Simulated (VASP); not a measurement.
# GaN (F-43m) in VASP: a series of runs, part 3 of 3

VASP 6.6.1. Earlier steps stand in the parts before.

### 4 Relaxation of cell and atoms, PBE+D3(BJ)

The input, INCAR:

```
ALGO = Normal
EDIFF = 1E-7
EDIFFG = -0.002
ENCUT = 600
GGA = PE
GGA_COMPAT = False
IBRION = 2
ISIF = 3
ISMEAR = 0
IVDW = 12
LASPH = True
LCHARG = False
LREAL = False
LWAVE = False
NELM = 120
NELMIN = 4
NSW = 100
PREC = Accurate
SIGMA = 0.02
```

The input, KPOINTS:

```
k-points
0
Gamma
  10 10 10
```

The input, POSCAR:

```
GaN
1.0
    0.0000000000      2.2535006100      2.2535006100
    2.2535006100      0.0000000000      2.2535006100
    2.2535006100      2.2535006100      0.0000000000
Ga N
1 1
Direct
    0.0000000000      0.0000000000      0.0000000000
    0.2500000000      0.2500000000      0.2500000000
```

Potentials or basis: VASP PAW PBE potentials, release 64 (Ga_d, N).

On the command line:

```console
> cat potpaw_PBE.64/Ga_d/POTCAR potpaw_PBE.64/N/POTCAR > POTCAR
> mpirun -np 1 vasp_std > vasp.out
```

OUTCAR:

```text
EDIFF = 1E-7
   EDIFFG = -0.002
   ENCUT = 600
   GGA = PE
   IBRION = 2
   ISIF = 3
   ISMEAR = 0
   IVDW = 12
   LASPH = True
   LREAL = False
   NELM = 120
   NELMIN = 4
   NSW = 100
   PREC = Accurate
 IVDW          = 12

 ion  position               nearest neighbor table
   1  0.000  0.000  0.000-   2 1.95   2 1.95   2 1.95   2 1.95
   2  0.250  0.250  0.250-   1 1.95   1 1.95   1 1.95   1 1.95

  LATTYP: Found a face centered cubic cell.
 ALAT       =     4.5070012200

  Lattice vectors:

 A1 = (   0.0000000000,   2.2535006100,   2.2535006100)
 A2 = (   2.2535006100,   0.0000000000,   2.2535006100)
 A3 = (   2.2535006100,   2.2535006100,   0.0000000000)

Analysis of symmetry for initial positions (statically):
=====================================================================
 Subroutine PRICEL returns:
 Original cell was already a primitive cell.

 Routine SETGRP: Setting up the symmetry group for a
 face centered cubic supercell.

 Subroutine GETGRP returns: Found 24 space group operations
 (whereof 24 operations were pure point group operations)
 out of a pool of 48 trial point group operations.

The static configuration has the point symmetry T_d .

Analysis of symmetry for dynamics (positions and initial velocities):
=====================================================================
 Subroutine PRICEL returns:
 Original cell was already a primitive cell.

 Routine SETGRP: Setting up the symmetry group for a
 face centered cubic supercell.

 Subroutine GETGRP returns: Found 24 space group operations
 (whereof 24 operations were pure point group operations)
 out of a pool of 48 trial point group operations.

The dynamic configuration has the point symmetry T_d .

 Subroutine INISYM returns: Found 24 space group operations
 (whereof 24 operations are pure point group operations),
 and found     1 'primitive' translations

----------------------------------------------------------------------------------------

                                     Primitive cell

  volume of cell :      22.8877

  direct lattice vectors                    reciprocal lattice vectors
     0.000000000  2.253500610  2.253500610    -0.221877020  0.221877020  0.221877020
     2.253500610  0.000000000  2.253500610     0.221877020 -0.221877020  0.221877020
     2.253500610  2.253500610  0.000000000     0.221877020  0.221877020 -0.221877020

  length of vectors
     3.186931125  3.186931125  3.186931125     0.384302272  0.384302272  0.384302272

  position of ions in fractional coordinates (direct lattice)
     0.000000000  0.000000000  0.000000000
     0.250000000  0.250000000  0.250000000

  ion indices of the primitive-cell ions
   primitive index   ion index
                 1           1
                 2           2

----------------------------------------------------------------------------------------

 KPOINTS: k-points

Automatic generation of k-mesh.
 Grid dimensions read from file:
 generate k-points for:   10   10   10

 Generating k-lattice:

  Cartesian coordinates                     Fractional coordinates (reciprocal lattice)
    -0.022187702  0.022187702  0.022187702     0.100000000  0.000000000  0.000000000
     0.022187702 -0.022187702  0.022187702     0.000000000  0.100000000  0.000000000
     0.022187702  0.022187702 -0.022187702     0.000000000  0.000000000  0.100000000

  Length of vectors
     0.038430227  0.038430227  0.038430227

  Shift w.r.t. Gamma in fractional coordinates (k-lattice)
     0.000000000  0.000000000  0.000000000

 Subroutine IBZKPT returns following result:
 ===========================================

 Found     47 irreducible k-points:

 Following reciprocal coordinates:
            Coordinates               Weight
  0.000000  0.000000  0.000000      1.000000
  0.100000  0.000000  0.000000      8.000000
  0.200000  0.000000  0.000000      8.000000
  0.300000  0.000000  0.000000      8.000000
  0.400000  0.000000  0.000000      8.000000
  0.500000  0.000000  0.000000      4.000000
[... 16 lines left out ...]
  0.300000  0.300000  0.000000      6.000000
  0.400000  0.300000  0.000000     24.000000
 [... further k-points ...]
   k-points           NKPTS =     47   k-points in BZ     NKDIM =     47   number of bands    NBANDS=     13
   number of dos      NEDOS =    301   number of ions     NIONS =      2
   total plane-waves  NPLWV =  21952
   dimension x,y,z NGX =    28 NGY =   28 NGZ =   28
   dimension x,y,z NGXF=    56 NGYF=   56 NGZF=   56
   ions per type =               1   1
   NGX,Y,Z   is equivalent  to a cutoff of  14.61, 14.61, 14.61 a.u.
   NGXF,Y,Z  is equivalent  to a cutoff of  29.21, 29.21, 29.21 a.u.
 SYSTEM =  unknown system
   PREC   = accura    normal or accurate (medium, high low for compatibility)
   ISTART =      0    job   : 0-new  1-cont  2-samecut
   ICHARG =      2    charge: 1-file 2-atom 10-const
   ISPIN  =      1    spin polarized calculation?
   LNONCOLLINEAR =      F non collinear calculations
   LSORBIT =      F    spin-orbit coupling
   LASPH  =      T    aspherical Exc in radial PAW
   ENCUT  =  600.0 eV  44.10 Ry    6.64 a.u.   6.37  6.37  6.37*2*pi/ulx,y,z
   NELM   =    120;   NELMIN=  4; NELMDL= -5     # of ELM steps
   EDIFF  = 0.1E-06   stopping-criterion for ELM
   LREAL  =      F    real-space projection
   EDIFFG = -.2E-02   stopping-criterion for IOM
   NSW    =    100    number of steps for IOM
   IBRION =      2    ionic relax: 0-MD 1-quasi-New 2-CG
   NFREE  =      1    steps in history (QN), initial steepest desc. (CG)
   ISIF   =      3    stress and relaxation
   ISYM   =      2    0-nonsym 1-usesym 2-fastsym
   POTIM  = 0.5000    time-step for ionic-motion
   TEBEG  =    0.0;   TEEND  =   0.0 temperature during run
   PSTRESS=    0.0 pullay stress
   NELECT =      18.0000    total number of electrons
   NUPDOWN=      -1.0000    fix difference up-down
   EMIN   =  10.00;   EMAX   =-10.00  energy-range for DOS
   EFERMI =   0.00;   METHOD = LEGACY
   ISMEAR =     0;   SIGMA  =   0.02  broadening in eV -4-tet -1-fermi 0-gaus
   EFERMI_NEDOS =   21; number of points for ismear=-14 and -15
   IALGO  =     38    algorithm
   IMIX   =      4    mixing-type and parameters
     AMIX     =   0.40;   BMIX     =  1.00
     AMIX_MAG =   1.60;   BMIX_MAG =  1.00
  volume/ion in A,a.u.               =      11.44        77.23
  Fermi-wavevector in a.u.,A,eV,Ry     =   1.511117  2.855596 31.068543  2.283473
  Thomas-Fermi vector in A             =   2.621216
   LORBIT       =      0    0 simple, 1 ext, 2 COOP (PROOUT), +10 PAW based schemes
   GGA     = PE    functional components
   LHFCALC =     F    Hartree Fock is set to
   AEXX    =    0.0000 exact exchange contribution
   IVDW    =    12    specifies the selected vdW correction
   LEPSILON=     F    determine dielectric tensor
   LRPA    =     F    only Hartree local field effects (RPA)
 conjugate gradient relaxation of ions
 non-spin polarized calculation
 Gauss-broadening in eV      SIGMA  =   0.02
  energy-cutoff  :      600.00
  volume of cell :       22.89
 maximum number of plane-waves:       785
 NGX is ok and might be reduce to    28
   NGX = 13   NGY = 13   NGZ = 13

--------------------------------------- Ionic step        1  -------------------------------------------

 number of electron      18.0000005 magnetization

 Free energy of the ion-electron system (eV)
  ---------------------------------------------------
  ext. energy  EPLUGINS =         0.00000000
  ---------------------------------------------------
  free energy    TOTEN  =       -12.14468310 eV

  energy without entropy =      -12.14468310  energy(sigma->0) =      -12.14468310

------------------------ aborting loop because EDIFF is reached ----------------------------------------

 Edisp (eV)   -0.50821

 E8    (eV) :    -0.2062
[... 231 lines left out ...]
--------------------------------------- Ionic step        7  -------------------------------------------

 number of electron      18.0000005 magnetization

 Free energy of the ion-electron system (eV)
  ---------------------------------------------------
  ext. energy  EPLUGINS =         0.00000000
  ---------------------------------------------------
  free energy    TOTEN  =       -12.14882184 eV

  energy without entropy =      -12.14882184  energy(sigma->0) =      -12.14882184

 E-fermi :   5.3203     XC(G=0): -11.6309

 val. band max:        5.2079816806   @ k =   0.0000   0.0000   0.0000
 cond. band min:       6.8889322911   @ k =   0.0000   0.0000   0.0000
 fundamental gap:      1.6809506105
 Fermi energy:         5.3202811924

 k-point     1 :       0.0000    0.0000    0.0000
  band No.  band energies     occupation
      1     -10.6688      2.00000
      2      -8.2286      2.00000
      3      -8.2286      2.00000
      4      -8.2286      2.00000
      5      -7.9156      2.00000
      6      -7.9156      2.00000
      7       5.2080      2.00000
      8       5.2080      2.00000
      9       5.2080      2.00000
     10       6.8889      0.00000
     11      15.4678      0.00000
     12      15.4678      0.00000
     13      15.4678      0.00000
[... 354 lines left out ...]
  band No.  band energies     occupation
      1      -9.7187      2.00000
      2      -8.1002      2.00000
      3      -8.0089      2.00000
      4      -8.0086      2.00000
      5      -7.8563      2.00000
      6      -6.9851      2.00000
      7       0.2026      2.00000
      8       2.7577      2.00000
      9       3.0778      2.00000
     10       9.6574      0.00000
     11      12.3064      0.00000
     12      15.9863      0.00000
     13      18.0087      0.00000

 [... further k-points ...]

------------------------ aborting loop because EDIFF is reached ----------------------------------------

 Edisp (eV)   -0.50467

 E8    (eV) :    -0.2047
[... 25 lines left out ...]
  FREE ENERGIE OF THE ION-ELECTRON SYSTEM (eV)
  ---------------------------------------------------
  free  energy   TOTEN  =       -12.6534884220 eV

  energy  without entropy=      -12.6534884220  energy(sigma->0) =      -12.65348842

 reached required accuracy - stopping structural energy minimisation
```

It took 74 s on 1 thread of AMD EPYC 7R43 (Zen 3), shared host; peak memory 0.15 GiB.

What came out:

```
Free energy                           : -12.6535 eV
Relaxed volume                        : 11.52 Å³/atom
Relaxed cell                          : a = 3.194 Å, b = 3.194 Å, c = 3.194 Å, α = 60.00°, β = 60.00°, γ = 60.00°
Space group after relaxing (to 0.1 Å) : F-43m (No. 216)
Energy gained by relaxing             : 0.3 meV/atom
Ionic steps                           : 7
Pressure after relaxing               : 0.0 GPa
Band gap on the k mesh                : 1.68 eV
Dispersion energy per atom            : -0.252 eV
```

The path:
```csv
step,energy change (eV),largest force (eV/Å),pressure (GPa),volume (Å³)
1,0.0000,0.0000,1.24,22.89
2,-0.0001,0.0000,-1.29,23.18
3,-0.0006,0.0000,0.07,23.05
4,-0.0006,0.0000,-0.10,23.06
5,-0.0006,0.0000,-0.06,23.05
6,-0.0006,0.0000,0.04,23.04
7,-0.0006,0.0000,0.00,23.04
```

Final structure:
```
Ga N
1.0
     0.00000    2.25857    2.25857
     2.25857    0.00000    2.25857
     2.25857    2.25857    0.00000
Ga N
1 1
Direct
  0.00000 0.00000 0.00000
  0.25000 0.25000 0.25000
```

Levels at points of the mesh, in eV from the valence-band top:
```
           k point  band 5  band 6  band 7  band 8  band 9  band 10  band 11  band 12  band 13
(0.00, 0.00, 0.00)  -13.12  -13.12    0.00    0.00    0.00     1.68    10.26    10.26    10.26
(0.50, 0.00, 0.00)  -13.08  -11.88   -6.99   -0.96   -0.96     4.59     8.69    10.33    10.33
(0.50, 0.50, 0.00)  -13.05  -11.45   -6.10   -2.68   -2.68     3.35     6.62    11.66    13.89
```

### 5 Summary

| task | cell | k mesh | smearing | gap on the mesh (eV) | pressure (GPa) |
| --- | --- | --- | --- | --- | --- |
| single point | a = 3.187 Å, angles 60.0°, 2 atoms | 8 × 8 × 8 | gaussian 0.1 eV | 1.72 | 1.2 |
| single point | a = 3.195 Å, angles 60.0°, 2 atoms | 10 × 10 × 10 | gaussian 0.02 eV | 1.68 | -0.1 |
| relaxation of cell and atoms | relaxed from a = 3.187 Å, angles 60.0°, 2 atoms | 10 × 10 × 10 | gaussian 0.02 eV | 1.68 | 0.0 |

Alike in all rows: level PBE+D3(BJ); potentials or basis VASP PAW PBE potentials, release 64 (Ga_d, N); no spin polarisation; cutoff (eV) 600.

Absolute energies hang on the potentials; compare differences alone.
